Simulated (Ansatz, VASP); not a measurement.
## Fe in VASP and in Ansatz

Contents of INCAR:

```
PREC = Accurate
ENCUT = 520
EDIFF = 1E-6
ISMEAR = -1
SIGMA = 0.08
LREAL = F
LASPH = T
NELM = 150
ALGO = Normal
ISIF = 2
LWAVE = F
LCHARG = F
ISPIN = 2
MAGMOM = 2.5
LORBIT = 11
LMAXMIX = 4
GGA = PE
NBANDS = 14
```

The input KPOINTS:

```
regular mesh
0
Gamma
  21 21 21
```

POSCAR

```
Fe
1.0
   -1.2673783545      1.2673783545      1.2673783545
    1.2673783545     -1.2673783545      1.2673783545
    1.2673783545      1.2673783545     -1.2673783545
Fe
1
Direct
    0.0000000000      0.0000000000      0.0000000000
```

Input for Ansatz:

```yaml
crystal:
  lattice:
    - [-1.2673783545, 1.2673783545, 1.2673783545]
    - [1.2673783545, -1.2673783545, 1.2673783545]
    - [1.2673783545, 1.2673783545, -1.2673783545]
  atoms:
    - { symbol: Fe, position: [0.0, 0.0, 0.0], spin: 2.5 }
magnetization:
  spin_polarized: true
kpoints:
  mp_grid: { grid: [21, 21, 21] }
scf:
  occupations: { method: fermi_dirac, width: 0.08 }
hamiltonian:
  xc: pbe
  pseudopotentials: { kind: paw }
output:
  forces: true
  stress: true
  eigenvalues: true
  write_density: true
  write_potential: true
  elf: true
  volumetric_format: npy
```

Change from the starting cell: volume scaled by 0.718, to set the pressure.

Alike in both runs: task single point; functional PBE; k mesh 21 × 21 × 21; occupations fermi-dirac, width 0.08 eV; collinear spin.

|  | VASP | Ansatz |
| --- | --- | --- |
| version | VASP 6.6.1 | Ansatz 0.2.0 |
| potentials or method | VASP PAW PBE potentials, release 64 (Fe) | PAW with Ansatz's default frozen-core files, scalar-relativistic |
| plane-wave cutoff (eV) | 520 | 420 |
| valence electrons in the cell | 8 | 16 |

VASP gave:

| Item | Value |
| --- | --- |
| pressure (GPa) | 138.3 |
| net moment per atom (μB) | 1.52 |
| size of the moment on the site where the two differ most (μB) | 1.47 |

Task: Estimate Ansatz's values.

Result: Pressure (GPa): 139.1; net moment per atom (μB): 1.52; size of the moment on the site where the two differ most (μB): 1.51.

Site moments also hang on the region over which each program counts them. Both programs put the cell under a high pressure, so it lies far from rest at this level. The functional is the same, so the differences come from potentials, cutoffs and numerics. VASP's potentials hold 8 valence electrons a cell and Ansatz's 16, so a difference there can come from the potentials and not from the codes.

Noted on VASP's run: the cell as given lies far from equilibrium.
